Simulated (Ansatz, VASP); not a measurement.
# Two plane-wave programs on CdS

```xyz
2
Lattice="0.0000 2.9165 2.9165 2.9165 0.0000 2.9165 2.9165 2.9165 0.0000" Properties=species:S:1:pos:R:3 pbc="T T T"
Cd    0.0000    0.0000    0.0000
S     4.3748    4.3748    4.3748
```

Alike in both runs: task relaxation of cell and atoms; functional RPBE; dispersion D3(BJ); k mesh 8 × 8 × 8; occupations fermi-dirac, width 0.05 eV; no spin polarisation.

|  | VASP | Ansatz |
| --- | --- | --- |
| version | VASP 6.6.1 | Ansatz 0.2.0 |
| potentials or method | VASP PAW PBE potentials, release 64 (Cd, S) | Ansatz PAW |
| plane-wave cutoff (eV) | 600 | 420 |
| valence electrons in the cell | 18 | 26 |

```tsv
	VASP	Ansatz	Ansatz less VASP
relaxed volume (Å³/atom)	23.46	23.32	-0.141
relaxed length of the cell vector where the two differ most in proportion (Å)	4.048	4.040	-0.0081
```

VASP's potentials were made for PBE, not for RPBE. VASP's potentials hold 18 valence electrons a cell and Ansatz's 26, so a difference there can come from the potentials and not from the codes.

Noted on Ansatz's run: the plane-wave basis is chosen anew once the cell has moved, so the energies of steps on either side of that aren't comparable.
